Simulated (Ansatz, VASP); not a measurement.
**One calculation of Sb2S, two programs**

Contents of INCAR:

```
SYSTEM = Sb2S
ALGO = Normal ; EDIFF = 1E-7
EDIFFG = -0.04 ; ENCUT = 600
GGA = PE ; IBRION = 2
ISIF = 3 ; ISMEAR = 0
LASPH = .True. ; LCHARG = .False.
LREAL = .False. ; LWAVE = .False.
NELM = 80 ; NSW = 90
PREC = Accurate ; SIGMA = 0.1
```

The input KPOINTS:

```
k-points
0
Gamma
  6 6 6
  0 0 0
```

File POSCAR:

```
Sb2S
1.0
   -2.3919180600      2.3919180600      2.9642157300
    2.3919180600     -2.3919180600      2.9642157300
    2.3919180600      2.3919180600     -2.9642157300
Sb S
2 1
Direct
    0.2500000000      0.7500000000      0.5000000000
    0.7500000000      0.2500000000      0.5000000000
    0.0000000000      0.0000000000      0.0000000000
```

Input for Ansatz:

```yaml
crystal:
  lattice:
    - [-2.39191806, 2.39191806, 2.96421573]
    - [2.39191806, -2.39191806, 2.96421573]
    - [2.39191806, 2.39191806, -2.96421573]
  atoms:
    - { symbol: Sb, position: [0.25, 0.75, 0.5] }
    - { symbol: Sb, position: [0.75, 0.25, 0.5] }
    - { symbol: S, position: [0.0, 0.0, 0.0] }
basis:
  ecutwfc: 420
kpoints:
  mp_grid: { grid: [6, 6, 6] }
hamiltonian:
  xc: pbe
scf:
  occupations: { method: gaussian, width: 0.1 }
  lower_state_search: "off"
output:
  forces: true
  stress: true
  eigenvalues: true
relax:
  adjacent_minimum: "off"
  f_tol: 0.04
  max_steps: 70
  cell: { stress_tol: 0.4 }
```

Change from the starting cell: species swapped into the HfH2 type (I4/mmm, No. 139).

Alike in both runs: task relaxation of cell and atoms; functional PBE; k mesh 6 × 6 × 6; occupations gaussian, width 0.1 eV; no spin polarisation.

|  | VASP | Ansatz |
| --- | --- | --- |
| version | VASP 6.6.1 | Ansatz 0.2.0 |
| potentials or method | VASP PAW PBE potentials, release 64 (Sb, S), cutoff 600 eV | scalar-relativistic, plane waves, PAW |
| valence electrons in the cell | 16 | 36 |

VASP gave:

```
gap on the k mesh at the Fermi level, each at its own relaxed structure (eV) : none
relaxed volume (Å³/atom)                                                     : 27.06
relaxed cell length with the largest relative difference (Å)                 : 4.754
```

Q: Which values does Ansatz return?

A: gap on the k mesh at the Fermi level, each at its own relaxed structure (eV): none; relaxed volume (Å³/atom): 27.16; relaxed cell length with the largest relative difference (Å): 4.760.

A gap of «none» marks a metal or a gap that the smearing closes. VASP's potentials hold 16 valence electrons a cell and Ansatz's 36, so a difference there can come from the potentials and not from the codes.

Neither program's run includes spin-orbit coupling. Noted on VASP's run: the volume moved by over 15 % at a fixed basis, so the end points are rough.
